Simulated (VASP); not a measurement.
Crystal: Rh.

```
CELL_PARAMETERS angstrom
-1.36295 1.36295 1.89128
1.36295 -1.36295 1.89128
1.36295 1.36295 -1.89128
ATOMIC_POSITIONS crystal
Rh 0.00000 0.00000 0.00000
```

* Program: VASP 6.6.1
* Task: relaxation of cell and atoms
* Functional: PBE
* Potentials or basis: VASP PAW PBE potentials, release 64 (Rh_pv)
* Cutoff: 600 eV
* k mesh: 28 × 28 × 28
* Occupations: gaussian, width 0.1 eV
* Spin: no spin polarisation

At the start: pressure 0.0 GPa; volume 14.05 Å³/atom.

**Question.** How do energy, volume and symmetry change on relaxing?

**Answer.** Over 7 steps the energy falls by 2.4 meV/atom and the volume is 14.04 Å³/atom (-0.1 %); space group I4/mmm (No. 139, to 0.1 Å) before, Fm-3m (No. 225, to 0.1 Å).

The path:
```tsv
step	energy change (eV)	largest force (eV/Å)	pressure (GPa)	volume (Å³)
1	0.0000	0.0000	0.04	14.05
2	-0.0024	0.0000	-0.29	14.06
3	-0.0024	0.0000	-0.35	14.06
4	-0.0023	0.0000	0.74	14.00
5	-0.0024	0.0000	-0.12	14.04
6	-0.0024	0.0000	0.15	14.04
7	-0.0024	0.0000	-0.01	14.04
```

Final structure:
```yaml
crystal:
  lattice:
    - [-1.35374, 1.35374, 1.91515]
    - [1.35374, -1.35374, 1.91515]
    - [1.35374, 1.35374, -1.91515]
  atoms:
    - { symbol: Rh, position: [0.00000, 0.00000, 0.00000] }
```
